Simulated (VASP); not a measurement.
# TiAl3 (P6_3/mmc) in VASP: notebook

TiAl3 is run at these levels: PBE; tasks: single point, relaxation of cell and atoms.

Everything below comes from runs of VASP 6.6.1. Logs are shortened: lines on timing, memory, paths and dates and some standing lists are left out, and cuts for length are marked.

**1. The cell of the first run**

It takes space group P6_3/mmc (No. 194, hexagonal). The conventional cell has a = 2.905 Å, b = 2.905 Å, c = 18.313 Å, α = 90.00°, β = 90.00°, γ = 120.00°. Ti (site symmetry -3m) has 6 Al at 2.83 Å and 6 Ti at 2.90 Å within 3.7 Å. Within 3.7 Å of Al (site symmetry 3m) lie 3 Ti at 2.83 Å and 9 Al at 2.85 to 2.90 Å. Al (site symmetry -6m2) has 12 Al at 2.85 to 2.90 Å within 3.8 Å.

**2. Single point, PBE, collinear spin, ferromagnetic start**

Contents of INCAR:

```
PREC = Accurate
ENCUT = 520
EDIFF = 1E-6
ISMEAR = 0
SIGMA = 0.1
LREAL = F
LASPH = T
NELM = 150
ALGO = Normal
ISIF = 2
LWAVE = F
LCHARG = F
ISPIN = 2
MAGMOM = 1 1 0 0 0 0 0 0
LORBIT = 11
LMAXMIX = 4
GGA = PE
NBANDS = 35
```

Contents of KPOINTS:

```
regular mesh
0
Gamma
  6 6 1
```

Contents of POSCAR:

```
TiAl3
1.0
    2.9046225676      0.0000000000      0.0000000000
   -1.4523112838      2.5154769319      0.0000000000
    0.0000000000      0.0000000000     18.3129860811
Ti Al
2 6
Direct
    0.0000000000      0.0000000000      0.0000000000
    0.0000000000      0.0000000000      0.5000000000
    0.3333333333      0.6666666667      0.1243168397
    0.6666666667      0.3333333333      0.6243168397
    0.3333333333      0.6666666667      0.3756831603
    0.6666666667      0.3333333333      0.8756831603
    0.3333333333      0.6666666667      0.7500000000
    0.6666666667      0.3333333333      0.2500000000
```

Potentials or basis: VASP PAW PBE potentials, release 64 (Ti_sv, Al).

Run with:

```console
$ cat potpaw_PBE.64/Ti_sv/POTCAR potpaw_PBE.64/Al/POTCAR > POTCAR
$ mpirun -np 1 vasp_std > vasp.out
```

OUTCAR:

```text
PREC = Accurate
   ENCUT = 520
   EDIFF = 1E-6
   ISMEAR = 0
   LREAL = F
   LASPH = T
   NELM = 150
   ISIF = 2
   ISPIN = 2
   LORBIT = 11
   GGA = PE

 ion  position               nearest neighbor table
   1  0.000  0.000  0.000-   3 2.83   6 2.83   3 2.83   6 2.83   6 2.83   3 2.83
   2  0.000  0.000  0.500-   4 2.83   5 2.83   5 2.83   4 2.83   4 2.83   5 2.83
   3  0.333  0.667  0.124-   1 2.83   1 2.83   1 2.83   8 2.85   8 2.85   8 2.85
   4  0.667  0.333  0.624-   2 2.83   2 2.83   2 2.83   7 2.85   7 2.85   7 2.85
   5  0.333  0.667  0.376-   2 2.83   2 2.83   2 2.83   8 2.85   8 2.85   8 2.85
   6  0.667  0.333  0.876-   1 2.83   1 2.83   1 2.83   7 2.85   7 2.85   7 2.85
   7  0.333  0.667  0.750-   4 2.85   6 2.85   4 2.85   6 2.85   4 2.85   6 2.85
   8  0.667  0.333  0.250-   3 2.85   5 2.85   3 2.85   5 2.85   3 2.85   5 2.85

  LATTYP: Found a hexagonal cell.
 ALAT       =     2.9046225676
 C/A-ratio  =     6.3047730488

  Lattice vectors:

 A1 = (   2.9046225676,   0.0000000000,   0.0000000000)
 A2 = (  -1.4523112838,   2.5154769319,   0.0000000000)
 A3 = (   0.0000000000,   0.0000000000,  18.3129860811)

Analysis of symmetry for initial positions (statically):
=====================================================================
 Subroutine PRICEL returns:
 Original cell was already a primitive cell.

 Routine SETGRP: Setting up the symmetry group for a
 hexagonal supercell.

 Subroutine GETGRP returns: Found 24 space group operations
 (whereof 12 operations were pure point group operations)
 out of a pool of 24 trial point group operations.

The static configuration has the point symmetry D_3d.
 The point group associated with its full space group is D_6h.

Analysis of symmetry for dynamics (positions and initial velocities):
=====================================================================
 Subroutine PRICEL returns:
 Original cell was already a primitive cell.

 Routine SETGRP: Setting up the symmetry group for a
 hexagonal supercell.

 Subroutine GETGRP returns: Found 24 space group operations
 (whereof 12 operations were pure point group operations)
 out of a pool of 24 trial point group operations.

The dynamic configuration has the point symmetry D_3d.
 The point group associated with its full space group is D_6h.

Analysis of structural, dynamic, and magnetic symmetry:
=====================================================================
 Subroutine PRICEL returns:
 Original cell was already a primitive cell.

 Routine SETGRP: Setting up the symmetry group for a
 hexagonal supercell.

 Subroutine GETGRP returns: Found 24 space group operations
 (whereof 12 operations were pure point group operations)
 out of a pool of 24 trial point group operations.

The overall configuration has the point symmetry D_3d.
 The point group associated with its full space group is D_6h.

 Subroutine INISYM returns: Found 24 space group operations
 (whereof 12 operations are pure point group operations),
 and found     1 'primitive' translations

----------------------------------------------------------------------------------------

                                     Primitive cell

  volume of cell :     133.8040

  direct lattice vectors                    reciprocal lattice vectors
     2.904622568  0.000000000  0.000000000     0.344278810  0.198769463  0.000000000
    -1.452311284  2.515476932  0.000000000     0.000000000  0.397538927  0.000000000
     0.000000000  0.000000000 18.312986081     0.000000000  0.000000000  0.054606059

  length of vectors
     2.904622568  2.904622568 18.312986081     0.397538927  0.397538927  0.054606059

  position of ions in fractional coordinates (direct lattice)
     0.000000000  0.000000000  0.000000000
     0.000000000  0.000000000  0.500000000
     0.333333333  0.666666667  0.124316840
     0.666666667  0.333333333  0.624316840
     0.333333333  0.666666667  0.375683160
     0.666666667  0.333333333  0.875683160
     0.333333333  0.666666667  0.750000000
     0.666666667  0.333333333  0.250000000

  ion indices of the primitive-cell ions
   primitive index   ion index
                 1           1
                 2           2
[... 44 lines left out ...]
   total plane-waves  NPLWV =  80640
   dimension x,y,z NGX =    24 NGY =   24 NGZ =  140
   dimension x,y,z NGXF=    48 NGYF=   48 NGZF=  280
   ions per type =               2   6
   NGX,Y,Z   is equivalent  to a cutoff of  13.74, 13.74, 12.71 a.u.
   NGXF,Y,Z  is equivalent  to a cutoff of  27.47, 27.47, 25.42 a.u.
 SYSTEM =  unknown system
   PREC   = accura    normal or accurate (medium, high low for compatibility)
   ISTART =      0    job   : 0-new  1-cont  2-samecut
   ICHARG =      2    charge: 1-file 2-atom 10-const
   ISPIN  =      2    spin polarized calculation?
   LNONCOLLINEAR =      F non collinear calculations
   LSORBIT =      F    spin-orbit coupling
   LASPH  =      T    aspherical Exc in radial PAW
   ENCUT  =  520.0 eV  38.22 Ry    6.18 a.u.   5.40  5.40 34.05*2*pi/ulx,y,z
   NELM   =    150;   NELMIN=  2; NELMDL= -5     # of ELM steps
   EDIFF  = 0.1E-05   stopping-criterion for ELM
   LREAL  =      F    real-space projection
   EDIFFG = 0.1E-04   stopping-criterion for IOM
   NSW    =      0    number of steps for IOM
   IBRION =     -1    ionic relax: 0-MD 1-quasi-New 2-CG
   NFREE  =      0    steps in history (QN), initial steepest desc. (CG)
   ISIF   =      2    stress and relaxation
   ISYM   =      2    0-nonsym 1-usesym 2-fastsym
   POTIM  = 0.5000    time-step for ionic-motion
   TEBEG  =    0.0;   TEEND  =   0.0 temperature during run
   PSTRESS=    0.0 pullay stress
   NELECT =      42.0000    total number of electrons
   NUPDOWN=      -1.0000    fix difference up-down
   EMIN   =  10.00;   EMAX   =-10.00  energy-range for DOS
   EFERMI =   0.00;   METHOD = LEGACY
   ISMEAR =     0;   SIGMA  =   0.10  broadening in eV -4-tet -1-fermi 0-gaus
   EFERMI_NEDOS =   21; number of points for ismear=-14 and -15
   IALGO  =     38    algorithm
   IMIX   =      4    mixing-type and parameters
     AMIX     =   0.40;   BMIX     =  1.00
     AMIX_MAG =   1.60;   BMIX_MAG =  1.00
  volume/ion in A,a.u.               =      16.73       112.87
  Fermi-wavevector in a.u.,A,eV,Ry     =   1.112589  2.102489 16.842037  1.237855
  Thomas-Fermi vector in A             =   2.249165
   LORBIT       =     11    0 simple, 1 ext, 2 COOP (PROOUT), +10 PAW based schemes
   GGA     = PE    functional components
   LHFCALC =     F    Hartree Fock is set to
   AEXX    =    0.0000 exact exchange contribution
   IVDW    =     0    specifies the selected vdW correction
   LEPSILON=     F    determine dielectric tensor
   LRPA    =     F    only Hartree local field effects (RPA)
 spin polarized calculation
 Gauss-broadening in eV      SIGMA  =   0.10
  energy-cutoff  :      520.00
  volume of cell :      133.80
 maximum number of plane-waves:      3669
 NGX is ok and might be reduce to    24
   NGX = 11   NGY = 11   NGZ = 69

 number of electron      41.9999992 magnetization       0.5834137

 Free energy of the ion-electron system (eV)
  ---------------------------------------------------
  ext. energy  EPLUGINS =         0.00000000
  ---------------------------------------------------
  free energy    TOTEN  =       -39.00182828 eV

  energy without entropy =      -38.96326269  energy(sigma->0) =      -38.98254548

 E-fermi :   7.9039     XC(G=0): -10.5273

 val. band max:        7.8891090024   @ k =   0.1667   0.1667   0.0000
 cond. band min:       7.9428517243   @ k =   0.3333   0.0000   0.0000
 fundamental gap:      0.0537427219
 Fermi energy:         7.9038767797

 spin component 1

 k-point     1 :       0.0000    0.0000    0.0000
  band No.  band energies     occupation
      1     -48.7427      1.00000
      2     -48.7427      1.00000
      3     -25.1324      1.00000
      4     -25.1324      1.00000
      5     -24.6555      1.00000
      6     -24.6555      1.00000
[... 241 lines left out ...]
     32      10.7485      0.00000
     33      10.7485      0.00000
 Fermi energy:         7.9038767797

 spin component 2

 k-point     1 :       0.0000    0.0000    0.0000
  band No.  band energies     occupation
      1     -48.5972      1.00000
      2     -48.5972      1.00000
      3     -24.9512      1.00000
      4     -24.9512      1.00000
      5     -24.5281      1.00000
      6     -24.5281      1.00000
[... 241 lines left out ...]
     32      10.8176      0.00000
     33      10.8176      0.00000
 [bands above 33 left out]

------------------------ aborting loop because EDIFF is reached ----------------------------------------

  FORCE on cell =-STRESS in cart. coord.  units (eV):
  Direction    XX          YY          ZZ          XY          YZ          ZX
  --------------------------------------------------------------------------------------
  -------------------------------------------------------------------------------------
  Total        0.3412385      0.3412385     -0.4277307     -0.0000000      0.0000000      0.0000000
  in kB        4.0860097      4.0860097     -5.1216718     -0.0000000      0.0000000      0.0000000
  external PRESSURE =       1.0167825 kB  Pullay stress =       0.0000000 kB

 VOLUME and BASIS-vectors are now :
 -----------------------------------------------------------------------------
  energy-cutoff  :      520.00
  volume of cell :      133.80
      direct lattice vectors                 reciprocal lattice vectors
     2.904622568  0.000000000  0.000000000     0.344278810  0.198769463  0.000000000
    -1.452311284  2.515476932  0.000000000     0.000000000  0.397538927  0.000000000
     0.000000000  0.000000000 18.312986081     0.000000000  0.000000000  0.054606059

 POSITION                                       TOTAL-FORCE (eV/Angst)
 -----------------------------------------------------------------------------------
      0.00000      0.00000      0.00000        -0.000000      0.000000      0.000000
      0.00000      0.00000      9.15649        -0.000000      0.000000      0.000000
     -0.00000      1.67698      2.27661        -0.000000     -0.000000     -0.035680
      1.45231      0.83849     11.43311         0.000000     -0.000000     -0.035680
     -0.00000      1.67698      6.87988        -0.000000      0.000000      0.035680
      1.45231      0.83849     16.03637         0.000000      0.000000      0.035680
     -0.00000      1.67698     13.73474        -0.000000      0.000000      0.000000
      1.45231      0.83849      4.57825        -0.000000     -0.000000      0.000000
 -----------------------------------------------------------------------------------
    total drift:                               -0.000000      0.000000      0.000000

  FREE ENERGIE OF THE ION-ELECTRON SYSTEM (eV)
  ---------------------------------------------------
  free  energy   TOTEN  =       -39.0018282799 eV

  energy  without entropy=      -38.9632626866  energy(sigma->0) =      -38.98254548

 total charge

# of ion       s       p       d       tot
------------------------------------------
    1        2.218   6.124   1.916  10.258
    2        2.218   6.124   1.916  10.258
    3        0.438   0.346   0.000   0.784
    4        0.438   0.346   0.000   0.784
    5        0.438   0.346   0.000   0.784
    6        0.438   0.346   0.000   0.784
    7        0.438   0.334   0.000   0.772
    8        0.438   0.334   0.000   0.772
--------------------------------------------------
tot          7.063  14.301   3.832  25.196

 magnetization (x)

# of ion       s       p       d       tot
------------------------------------------
    1        0.002   0.012   0.152   0.165
    2        0.002   0.012   0.152   0.165
    3        0.000   0.004   0.000   0.004
    4        0.000   0.004   0.000   0.004
    5        0.000   0.004   0.000   0.004
    6        0.000   0.004   0.000   0.004
    7        0.000   0.004   0.000   0.004
    8        0.000   0.004   0.000   0.004
--------------------------------------------------
tot          0.004   0.046   0.303   0.353
```

It took 91 s on 1 thread of Intel Xeon 6975P-C, shared host; peak memory 0.34 GiB.

Results:

| Item | Value |
| --- | --- |
| Free energy | -39.0018 eV |
| Pressure | 0.1 GPa |
| Largest force | 0.036 eV/Å |
| Net moment | 0.58 μB per cell |
| Site moments | Ti +0.17; Al +0.00 μB |
| Valence electrons inside the program's atomic spheres | Ti 10.26; Al 0.78, 0.77 |

Forces in eV/Å, atoms in the order of the input:
```
Ti   0.000  0.000  0.000
Ti   0.000  0.000  0.000
Al   0.000  0.000 -0.036
Al   0.000  0.000 -0.036
Al   0.000  0.000  0.036
Al   0.000  0.000  0.036
Al   0.000  0.000  0.000
Al   0.000  0.000  0.000
```

Stress tensor (GPa, compression positive):
```
 0.41  0.00  0.00
 0.00  0.41  0.00
 0.00  0.00 -0.51
```

Levels at points of the mesh, in eV from the Fermi level:
Spin up:
```csv
k point,band 17,band 18,band 19,band 20,band 21,band 22,band 23,band 24,band 25,band 26
"(0.00, 0.00, 0.00)",-2.72,-1.35,0.73,1.07,1.13,1.13,1.13,1.13,2.48,2.48
"(0.50, 0.00, 0.00)",-2.73,-2.11,-1.49,-1.41,-0.74,-0.68,-0.67,0.35,1.00,1.73
```
Spin down:
| k point | band 16 | band 17 | band 18 | band 19 | band 20 | band 21 | band 22 | band 23 | band 24 | band 25 |
| --- | --- | --- | --- | --- | --- | --- | --- | --- | --- | --- |
| (0.00, 0.00, 0.00) | -3.06 | -2.57 | -1.13 | 0.90 | 1.10 | 1.28 | 1.28 | 1.28 | 1.28 | 2.57 |
| (0.50, 0.00, 0.00) | -2.93 | -2.66 | -2.02 | -1.44 | -1.27 | -0.62 | -0.62 | -0.57 | 0.42 | 1.18 |

Caveat: the k points lie up to 0.42 Å⁻¹ apart.

**3. Relaxation of cell and atoms, PBE**

This run uses another cell than the first one, of 12.97 Å³/atom, 0.775 times its volume.

Contents of INCAR:

```
PREC = Accurate
ENCUT = 600
EDIFF = 1E-6
ISMEAR = 0
SIGMA = 0.1
LREAL = False
LASPH = True
NELM = 100
ALGO = Normal
ISIF = 3
LWAVE = False
LCHARG = False
GGA = PE
IBRION = 2
NSW = 90
EDIFFG = -0.04
```

Contents of KPOINTS:

```
regular mesh
0
Gamma
  6 6 2
```

Contents of POSCAR:

```
TiAl3
1.0
    2.9198948800      0.0000000000      0.0000000000
   -1.4599474400      2.5287031400      0.0000000000
    0.0000000000      0.0000000000     14.0491837800
Ti Al
2 6
Direct
    0.0000000000      0.0000000000      0.0000000000
    0.0000000000      0.0000000000      0.5000000000
    0.3333333300      0.6666666700      0.0888872600
    0.6666666700      0.3333333300      0.5888872600
    0.3333333300      0.6666666700      0.4111127400
    0.6666666700      0.3333333300      0.9111127400
    0.3333333300      0.6666666700      0.7500000000
    0.6666666700      0.3333333300      0.2500000000
```

Potentials or basis: VASP PAW PBE potentials, release 64 (Ti_sv, Al).

Run with:

```console
$ cat potpaw_PBE.64/Ti_sv/POTCAR potpaw_PBE.64/Al/POTCAR > POTCAR
$ mpirun -np 1 vasp_std > vasp.out
```

Run time: 10 min. Hardware: 1 thread of Intel Xeon 6975P-C, shared host; peak memory 0.28 GiB.

The run converged. Its results:

```yaml
Free_energy: -39.0042 eV
Relaxed_volume: 16.71 Å³/atom
Relaxed_cell: a = 2.905 Å, b = 2.905 Å, c = 18.293 Å, α = 90.00°, β = 90.00°, γ = 120.00°
Space_group_after_relaxing_to_0.05_Å: P6_3/mmc (No. 194)
Energy_gained_by_relaxing: 2207.8 meV/atom
Ionic_steps: 14
Pressure_after_relaxing: 0.0 GPa
Band_gap_on_the_k_mesh: zero (band 21 reaches 9.16 eV, above the bottom of band 22 at 6.66 eV)
```

Stress tensor (GPa, compression positive):
```
-0.06  0.00  0.00
 0.00 -0.06  0.00
 0.00  0.00  0.01
```

Step by step:
| step | energy change (eV) | largest force (eV/Å) | pressure (GPa) | volume (Å³) |
| --- | --- | --- | --- | --- |
| 1 | 0.0000 | 9.6286 | 72.88 | 103.73 |
| 2 | -10.8846 | 0.2062 | -13.61 | 219.80 |
| 3 | -14.5017 | 1.2155 | -5.94 | 164.43 |
| 4 | -14.5351 | 1.3860 | -4.79 | 161.44 |
| 5 | -14.5383 | 1.5347 | -3.72 | 158.99 |
| 6 | -15.8545 | 1.0604 | -4.21 | 152.04 |
| 7 | -17.4410 | 0.4577 | 2.56 | 129.34 |
| 8 | -17.6237 | 0.0646 | -1.84 | 136.77 |
| 9 | -17.6505 | 0.1639 | -1.00 | 134.99 |
| 10 | -17.6501 | 0.1915 | -0.75 | 134.48 |
| 11 | -17.6550 | 0.1103 | 0.83 | 132.21 |
| 12 | -17.6562 | 0.1355 | 0.36 | 132.90 |
| 13 | -17.6611 | 0.0676 | 0.15 | 133.28 |
| 14 | -17.6627 | 0.0002 | -0.04 | 133.66 |

Final structure:
```yaml
crystal:
  lattice:
    - [2.90463, 0.00000, 0.00000]
    - [-1.45231, 2.51548, 0.00000]
    - [0.00000, 0.00000, 18.29333]
  atoms:
    - { symbol: Ti, position: [0.00000, 0.00000, 0.00000] }
    - { symbol: Ti, position: [0.00000, 0.00000, 0.50000] }
    - { symbol: Al, position: [0.33333, 0.66667, 0.12435] }
    - { symbol: Al, position: [0.66667, 0.33333, 0.62435] }
    - { symbol: Al, position: [0.33333, 0.66667, 0.37565] }
    - { symbol: Al, position: [0.66667, 0.33333, 0.87565] }
    - { symbol: Al, position: [0.33333, 0.66667, 0.75000] }
    - { symbol: Al, position: [0.66667, 0.33333, 0.25000] }
```

Levels at points of the mesh, in eV from the Fermi level:
| k point | band 17 | band 18 | band 19 | band 20 | band 21 | band 22 | band 23 | band 24 |
| --- | --- | --- | --- | --- | --- | --- | --- | --- |
| (0.00, 0.00, 0.00) | -2.65 | -1.24 | 0.81 | 1.07 | 1.22 | 1.22 | 1.22 | 1.22 |
| (0.50, 0.00, 0.00) | -2.71 | -2.09 | -1.49 | -1.34 | -0.68 | -0.67 | -0.66 | 0.36 |
| (0.00, 0.00, 0.50) | -1.72 | -1.72 | 0.91 | 0.91 | 1.22 | 1.22 | 1.22 | 1.22 |
| (0.50, 0.00, 0.50) | -2.11 | -2.11 | -1.67 | -1.67 | -0.70 | -0.70 | -0.08 | -0.08 |

Caveat: the k points lie up to 0.42 Å⁻¹ apart in the final cell; the volume moved by over 15 % at a fixed basis, so the end points are rough.

(Part 1 of 2 ends here.)
